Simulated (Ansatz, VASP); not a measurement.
SrOs3 in VASP and in Ansatz

```xyz
4
Lattice="4.1385 0.0000 0.0000 0.0000 4.1385 0.0000 0.0000 0.0000 4.1385" Properties=species:S:1:pos:R:3 pbc="T T T"
Sr    0.0000    0.0000    0.0000
Os    0.0000    2.0693    2.0693
Os    2.0693    0.0000    2.0693
Os    2.0693    2.0693    0.0000
```

Alike in both runs: task relaxation of cell and atoms; functional PBE; k mesh 12 × 12 × 12; occupations gaussian, width 0.1 eV; no spin polarisation.

|  | VASP | Ansatz |
| --- | --- | --- |
| version | VASP 6.6.1 | Ansatz 0.2.0 |
| potentials or method | VASP PAW PBE potentials, release 64 (Sr_sv, Os), cutoff 600 eV | scalar-relativistic, plane waves, PAW |
| valence electrons in the cell | 34 | 58 |

```csv
,VASP,Ansatz,Ansatz less VASP
"gap on the k mesh at the Fermi level, each at its own relaxed structure (eV)",none,none,-
relaxed volume (Å³/atom),17.61,17.55,-0.060
relaxed cell length with the largest relative difference (Å),4.130,4.126,-0.0047
```

A gap of «none» marks a metal or a gap that the smearing closes. VASP's potentials hold 34 valence electrons a cell and Ansatz's 58, so a difference there can come from the potentials and not from the codes.

Spin-orbit coupling is off throughout.
